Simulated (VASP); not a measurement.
# P (Cmce) in VASP: notebook, part 2 of 2

VASP 6.6.1.

## Step 4: Single point, PBE+D3(BJ)

This run uses another cell than the first one, of the same volume but with other edges.

Contents of INCAR:

```
PREC     = Accurate       # precision mode
ENCUT    = 520            # plane-wave cutoff, eV
EDIFF    = 1E-6           # SCF threshold, eV
ISMEAR   = 0              # smearing method
SIGMA    = 0.15           # smearing width, eV
LREAL    = F              # projectors in reciprocal space
LASPH    = T              # aspherical terms in the spheres
NELM     = 100            # most SCF steps
ALGO     = Normal         # electronic algorithm
ISIF     = 2              # what is computed and relaxed
LWAVE    = F              # write WAVECAR
LCHARG   = F              # write CHGCAR
GGA      = PE             # functional
IVDW     = 12             # dispersion correction
NBANDS   = 18             # bands
```

Contents of KPOINTS:

```
Automatic mesh
0
Gamma
  16 16 12
```

Contents of POSCAR:

```
P
1.0
    1.6840219877     -5.1655740293      0.0000000000
    1.6840219877      5.1655740293      0.0000000000
    0.0000000000      0.0000000000      4.0549912477
P
4
Direct
    0.1063803446      0.8936196554      0.9280972034
    0.6063803446      0.3936196554      0.5719027966
    0.8936196554      0.1063803446      0.0719027966
    0.3936196554      0.6063803446      0.4280972034
```

Potentials or basis: VASP PAW PBE potentials, release 64 (P).

Run with:

```
$ cat potpaw_PBE.64/P/POTCAR > POTCAR
$ mpirun -np 1 vasp_std > vasp.out
```

OUTCAR:

```text
PREC = Accurate
   ENCUT = 520
   EDIFF = 1E-6
   ISMEAR = 0
   LREAL = F
   LASPH = T
   NELM = 100
   ISIF = 2
   GGA = PE
   IVDW = 12
 IVDW          = 12

 ion  position               nearest neighbor table
   1  0.106  0.894  0.928-   2 2.22   2 2.22   3 2.27
   2  0.606  0.394  0.572-   1 2.22   1 2.22   4 2.27
   3  0.894  0.106  0.072-   4 2.22   4 2.22   1 2.27
   4  0.394  0.606  0.428-   3 2.22   3 2.22   2 2.27

  LATTYP: Found a base centered orthorhombic cell.
 ALAT       =     3.3680439754
 B/A-ratio  =     3.0674029597
 C/A-ratio  =     1.2039603038

  Lattice vectors:

 A1 = (   1.6840219877,  -5.1655740293,   0.0000000000)
 A2 = (   1.6840219877,   5.1655740293,   0.0000000000)
 A3 = (   0.0000000000,   0.0000000000,   4.0549912477)

Analysis of symmetry for initial positions (statically):
=====================================================================
 Subroutine PRICEL returns:
 Original cell was already a primitive cell.

 Routine SETGRP: Setting up the symmetry group for a
 base centered orthorhombic supercell.

 Subroutine GETGRP returns: Found  8 space group operations
 (whereof  4 operations were pure point group operations)
 out of a pool of  8 trial point group operations.

The static configuration has the point symmetry C_2h.
 The point group associated with its full space group is D_2h.

Analysis of symmetry for dynamics (positions and initial velocities):
=====================================================================
 Subroutine PRICEL returns:
 Original cell was already a primitive cell.

 Routine SETGRP: Setting up the symmetry group for a
 base centered orthorhombic supercell.

 Subroutine GETGRP returns: Found  8 space group operations
 (whereof  4 operations were pure point group operations)
 out of a pool of  8 trial point group operations.

The dynamic configuration has the point symmetry C_2h.
 The point group associated with its full space group is D_2h.

 Subroutine INISYM returns: Found  8 space group operations
 (whereof  4 operations are pure point group operations),
 and found     1 'primitive' translations
[... 121 lines left out ...]
  Fermi-wavevector in a.u.,A,eV,Ry     =   1.075448  2.032302 15.736340  1.156588
  Thomas-Fermi vector in A             =   2.211305
   LORBIT       =      0    0 simple, 1 ext, 2 COOP (PROOUT), +10 PAW based schemes
   GGA     = PE    functional components
   LHFCALC =     F    Hartree Fock is set to
   AEXX    =    0.0000 exact exchange contribution
   IVDW    =    12    specifies the selected vdW correction
   LEPSILON=     F    determine dielectric tensor
   LRPA    =     F    only Hartree local field effects (RPA)
 non-spin polarized calculation
 Gauss-broadening in eV      SIGMA  =   0.15
  energy-cutoff  :      520.00
  volume of cell :       70.55
 maximum number of plane-waves:      1919
   NGX = 21   NGY = 21   NGZ = 15

 number of electron      20.0000003 magnetization

 Free energy of the ion-electron system (eV)
  ---------------------------------------------------
  ext. energy  EPLUGINS =         0.00000000
  ---------------------------------------------------
  free energy    TOTEN  =       -21.35191568 eV

  energy without entropy =      -21.34996556  energy(sigma->0) =      -21.35094062

 E-fermi :   7.4018     XC(G=0): -10.2658

 val. band max:        7.3953977086   @ k =  -0.3125   0.3125   0.0000
 cond. band min:       7.4031671463   @ k =   0.5000   0.3750   0.0000
 fundamental gap:      0.0077694377
 Fermi energy:         7.4017566481

 k-point     1 :       0.0000    0.0000    0.0000
  band No.  band energies     occupation
      1      -8.5941      2.00000
      2      -5.3360      2.00000
      3      -1.3776      2.00000
      4       0.0947      2.00000
      5       2.4344      2.00000
      6       3.0147      2.00000
[... 481 lines left out ...]
      5       2.4513      2.00000
      6       3.0015      2.00000
[... 10 lines left out ...]
     17      13.8711      0.00000
     18      14.6502      0.00000

 [... further k-points ...]

------------------------ aborting loop because EDIFF is reached ----------------------------------------

 Edisp (eV)   -1.59327

 E8    (eV) :    -0.6037

  FORCE on cell =-STRESS in cart. coord.  units (eV):
  Direction    XX          YY          ZZ          XY          YZ          ZX
  --------------------------------------------------------------------------------------
  -------------------------------------------------------------------------------------
  Total      -0.53699    -1.24037     0.80994     0.00000     0.00000     0.00000
  in kB     -12.19514   -28.16927    18.39412     0.00000     0.00000     0.00000
  external pressure =       -7.32 kB  Pullay stress =        0.00 kB

 VOLUME and BASIS-vectors are now :
 -----------------------------------------------------------------------------
  energy-cutoff  :      520.00
  volume of cell :       70.55
      direct lattice vectors                 reciprocal lattice vectors
     1.684021988 -5.165574029  0.000000000     0.296908237 -0.096794664  0.000000000
     1.684021988  5.165574029  0.000000000     0.296908237  0.096794664  0.000000000
     0.000000000  0.000000000  4.054991248     0.000000000  0.000000000  0.246609657

 POSITION                                       TOTAL-FORCE (eV/Angst)
 -----------------------------------------------------------------------------------
      1.68402      4.06654      3.76343         0.000000      0.192848      0.291281
      1.68402     -1.09903      2.31906         0.000000      0.192848     -0.291281
      1.68402     -4.06654      0.29157         0.000000     -0.192848     -0.291281
      1.68402      1.09903      1.73593         0.000000     -0.192848      0.291281
 -----------------------------------------------------------------------------------
    total drift:                               -0.000000     -0.000000      0.000000

  FREE ENERGIE OF THE ION-ELECTRON SYSTEM (eV)
  ---------------------------------------------------
  free  energy   TOTEN  =       -22.9451811644 eV

  energy  without entropy=      -22.9432310395  energy(sigma->0) =      -22.94420610
```

OSZICAR:

```text
N       E                     dE             d eps       ncg     rms          rms(c)
DAV:   1     0.547662101165E+02    0.54766E+02   -0.84488E+03 18396   0.954E+02
DAV:   2    -0.180914407372E+02   -0.72858E+02   -0.70100E+02 24602   0.151E+02
DAV:   3    -0.214448571540E+02   -0.33534E+01   -0.33233E+01 24350   0.320E+01
DAV:   4    -0.214775651004E+02   -0.32708E-01   -0.32678E-01 23892   0.381E+00
DAV:   5    -0.214780247916E+02   -0.45969E-03   -0.45963E-03 23586   0.434E-01    0.103E+01
DAV:   6    -0.213896787383E+02    0.88346E-01   -0.43992E-02 21578   0.115E+00    0.609E+00
DAV:   7    -0.213519140928E+02    0.37765E-01   -0.79409E-02 22542   0.156E+00    0.268E-01
DAV:   8    -0.213518375484E+02    0.76544E-04   -0.81970E-03 20630   0.534E-01    0.140E-01
DAV:   9    -0.213518912797E+02   -0.53731E-04   -0.50557E-04 24112   0.129E-01    0.702E-02
DAV:  10    -0.213519064854E+02   -0.15206E-04   -0.55596E-05 22440   0.400E-02    0.275E-02
DAV:  11    -0.213519150846E+02   -0.85992E-05   -0.11053E-05 21416   0.225E-02    0.654E-03
DAV:  12    -0.213519156837E+02   -0.59915E-06   -0.61980E-07 11998   0.518E-03
   1 F= -.22945181E+02 E0= -.22944206E+02  d E =-.195012E-02
```

Run time: 16 min. Hardware: 1 thread of Intel Xeon 8259CL, shared host; peak memory 0.55 GiB.

Results:

* Free energy: -22.9452 eV
* Pressure: -0.7 GPa
* Largest force: 0.349 eV/Å
* Band gap on the k mesh: zero (bands 10 and 11 overlap by 0.27 eV)
* Dispersion energy per atom: -0.398 eV

Forces on the atoms (eV/Å):
```
P    0.000  0.193  0.291
P    0.000  0.193 -0.291
P    0.000 -0.193 -0.291
P    0.000 -0.193  0.291
```

Stress tensor (GPa, compression positive):
```
-1.22  0.00  0.00
 0.00 -2.82  0.00
 0.00  0.00  1.84
```

## Step 5: Single point, PBE+D3(BJ)

This run uses another cell than the first one, of the same volume but with other edges.

Contents of INCAR:

```
SYSTEM = P
PREC = Accurate
ENCUT = 520
EDIFF = 1E-6
ISMEAR = 0
SIGMA = 0.15
LREAL = .False.
LASPH = .True.
NELM = 80
ALGO = Normal
ISIF = 2
LWAVE = .False.
LCHARG = .True.
GGA = PE
IVDW = 12
LELF = .True.
LVHAR = .True.
NBANDS = 18
```

Contents of KPOINTS:

```
regular mesh
0
Gamma
  16 16 12
  0 0 0
```

Contents of POSCAR:

```
P
1.0
    1.7537399425     -5.3794270902      0.0000000000
    1.7537399425      5.3794270902      0.0000000000
    0.0000000000      0.0000000000      3.7389964225
P
4
Direct
    0.1063803446      0.8936196554      0.9280972034
    0.6063803446      0.3936196554      0.5719027966
    0.8936196554      0.1063803446      0.0719027966
    0.3936196554      0.6063803446      0.4280972034
```

Run with:

```
$ cat potpaw_PBE.64/P/POTCAR > POTCAR
$ mpirun -np 1 vasp_std > vasp.out
```

Run time: 6.9 min. Hardware: 1 thread of Intel Xeon 6975P-C (Granite Rapids), shared host; peak memory 0.55 GiB.

It converged, with:

```
Free energy                : -22.6326 eV
Pressure                   : -1.7 GPa
Largest force              : 1.216 eV/Å
Band gap on the k mesh     : zero (bands 10 and 11 overlap by 1.00 eV)
Dispersion energy per atom : -0.399 eV
```

Forces on the atoms (eV/Å):
```
P    0.000  0.545  1.087
P    0.000  0.545 -1.087
P    0.000 -0.545 -1.087
P    0.000 -0.545  1.087
```

Stress tensor (GPa, compression positive):
```
-3.14  0.00  0.00
 0.00 -9.05  0.00
 0.00  0.00  7.13
```

Levels at points of the mesh, in eV from the Fermi level:
```csv
k point,band 8,band 9,band 10,band 11,band 12,band 13
"(0.00, 0.00, 0.00)",-3.74,-2.23,-0.37,0.81,1.25,1.36
"(0.50, 0.00, 0.00)",-2.36,-2.06,-2.06,1.47,1.47,2.18
"(0.50, 0.50, 0.00)",-3.35,-1.86,-1.11,-0.06,0.74,1.63
"(0.00, 0.00, 0.50)",-3.82,-0.69,-0.69,1.01,1.01,1.68
"(0.50, 0.00, 0.50)",-5.70,-2.27,-2.27,1.27,1.27,5.78
"(0.50, 0.50, 0.50)",-2.52,-1.13,-1.13,0.86,0.86,2.08
```

Caveat: the stress differs along the axes, from -9 to 7 GPa; forces of over 1 eV/Å act on the atoms, so gaps and moduli don't describe the material at rest.

## Step 6: Single point, PBE+D3(BJ)

This run uses another cell than the first one, of the same volume but with other edges.

Contents of INCAR:

```
SYSTEM = P
ALGO     = Normal         ! electronic algorithm
EDIFF    = 1E-6           ! SCF threshold, eV
ENCUT    = 520            ! plane-wave cutoff, eV
GGA      = PE             ! functional
ISIF     = 2              ! what is computed and relaxed
ISMEAR   = 0              ! smearing method
IVDW     = 12             ! dispersion correction
LASPH    = .TRUE.         ! aspherical terms in the spheres
LCHARG   = .FALSE.        ! write CHGCAR
LREAL    = .FALSE.        ! projectors in reciprocal space
LWAVE    = .FALSE.        ! write WAVECAR
NBANDS   = 18             ! bands
NELM     = 60             ! most SCF steps
PREC     = Accurate       ! precision mode
SIGMA    = 0.15           ! smearing width, eV
```

Contents of KPOINTS:

```
k-points
0
G
  16 16 12
  0 0 0
```

Contents of POSCAR:

```
P
1.0
    1.5633075307     -4.7952941468      0.0000000000
    1.5633075307      4.7952941468      0.0000000000
    0.0000000000      0.0000000000      4.7054005239
P
4
Direct
    0.1063803446      0.8936196554      0.9280972034
    0.6063803446      0.3936196554      0.5719027966
    0.8936196554      0.1063803446      0.0719027966
    0.3936196554      0.6063803446      0.4280972034
```

Potentials or basis: VASP PAW PBE potentials, release 64 (P).

Run with:

```
$ cat potpaw_PBE.64/P/POTCAR > POTCAR
$ mpirun -np 1 vasp_std > vasp.out
```

Run time: 4.1 min. Hardware: 1 thread of Intel Xeon 6975P-C (Granite Rapids), shared host; peak memory 0.56 GiB.

The run converged. Its results:

- Free energy: -22.4150 eV
- Pressure: 1.2 GPa
- Largest force: 1.776 eV/Å
- Band gap on the k mesh: zero (bands 10 and 11 overlap by 1.25 eV)
- Dispersion energy per atom: -0.397 eV

Forces in eV/Å, atoms in the order of the input:
```
P    0.000 -0.810 -1.580
P    0.000 -0.810  1.580
P    0.000  0.810  1.580
P    0.000  0.810 -1.580
```

Stress tensor (GPa, compression positive):
```
  6.22   0.00   0.00
  0.00  10.69   0.00
  0.00   0.00 -13.31
```

Levels at points of the mesh, in eV from the Fermi level:
```
           k point  band 8  band 9  band 10  band 11  band 12  band 13
(0.00, 0.00, 0.00)   -2.38   -2.24    -0.68     1.02     2.91     3.11
(0.50, 0.00, 0.00)   -3.29   -2.63    -2.63     0.55     0.55     1.14
(0.50, 0.50, 0.00)   -0.77   -0.06     0.81     1.15     2.22     2.73
(0.00, 0.00, 0.50)   -1.73   -1.40    -1.40     2.83     2.83     3.24
(0.50, 0.00, 0.50)   -5.34   -1.45    -1.45     2.14     2.14     2.85
(0.50, 0.50, 0.50)   -1.55   -1.01    -1.01     2.56     2.56     3.08
```

Caveat: the stress differs along the axes, from -13 to 11 GPa; forces of over 1 eV/Å act on the atoms, so gaps and moduli don't describe the material at rest.

## Step 7: The runs side by side

| cell | gap on the mesh (eV) | pressure (GPa) | largest force (eV/Å) |
| --- | --- | --- | --- |
| a = 5.511, b = 5.511, c = 3.942 Å, angles 90.0, 90.0, 143.9°, 4 atoms | none | -1.1 | 0.71 |
| a = 5.192, b = 5.192, c = 4.440 Å, angles 90.0, 90.0, 143.9°, 4 atoms | none | 0.4 | 0.94 |
| a = 5.433, b = 5.433, c = 4.055 Å, angles 90.0, 90.0, 143.9°, 4 atoms | none | -0.7 | 0.35 |
| a = 5.658, b = 5.658, c = 3.739 Å, angles 90.0, 90.0, 143.9°, 4 atoms | none | -1.7 | 1.22 |
| a = 5.044, b = 5.044, c = 4.705 Å, angles 90.0, 90.0, 143.9°, 4 atoms | none | 1.2 | 1.78 |

Alike in all rows: task single point; level PBE+D3(BJ); potentials or basis VASP PAW PBE potentials, release 64 (P); no spin polarisation; k mesh 16 × 16 × 12; cutoff (eV) 520; smearing gaussian 0.15 eV.

Caveats: forces of over 1 eV/Å act on the atoms, so gaps and moduli don't describe the material at rest (at least some runs); the stress differs along the axes, from -5 to 4 GPa (at least some runs); the stress differs along the axes, from -7 to 6 GPa (at least some runs); the stress differs along the axes, from -9 to 7 GPa (at least some runs); the stress differs along the axes, from -13 to 11 GPa (at least some runs).

Absolute energies hang on the potentials; compare differences alone.

The gap in the log of VASP goes by the Fermi energy; the results here count the filled bands.